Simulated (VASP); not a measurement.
Input of a VASP 6.6.1 run:

The input INCAR:

```
SYSTEM = CdF2
PREC = Accurate
ENCUT = 600
EDIFF = 1E-6
ISMEAR = -1
SIGMA = 0.05
LREAL = .False.
LASPH = .True.
NELM = 120
ALGO = Normal
ISIF = 2
LWAVE = .False.
LCHARG = .True.
GGA = PS
LELF = .True.
LVHAR = .True.
NBANDS = 24
GGA_COMPAT = .False.
```

The input KPOINTS:

```
regular mesh
0
Gamma
  7 7 7
  0 0 0
```

Contents of POSCAR:

```
CdF2
1.0
    0.0000000000      2.6401200000      2.6940000000
    2.6401200000      0.0000000000      2.6940000000
    2.6401200000      2.6401200000      0.0000000000
Cd F
1 2
Direct
    0.0000000000      0.0000000000      0.0000000000
    0.7500000000      0.7500000000      0.7500000000
    0.2500000000      0.2500000000      0.2500000000
```

Potentials or basis: VASP PAW PBE potentials, release 64 (Cd_sv_GW, F).

Launch:

```console
$ cat potpaw_PBE.64/Cd_sv_GW/POTCAR potpaw_PBE.64/F/POTCAR > POTCAR
$ mpirun -np 1 vasp_std > vasp.out
```

Problem. Estimate the band gap on the k mesh.

Solution. 3.10 eV, indirect (least direct gap 3.45 eV).

Problem. Predict the pressure.

Solution. 3.8 GPa.

Stress tensor (GPa, compression positive):
```
4.58 0.00 0.00
0.00 4.58 0.00
0.00 0.00 2.28
```

Caveat: the PAW data sets were made with another functional, which shifts forces and pressure a little. A hybrid or GW would open this gap; PBEsol tends to underestimate it.
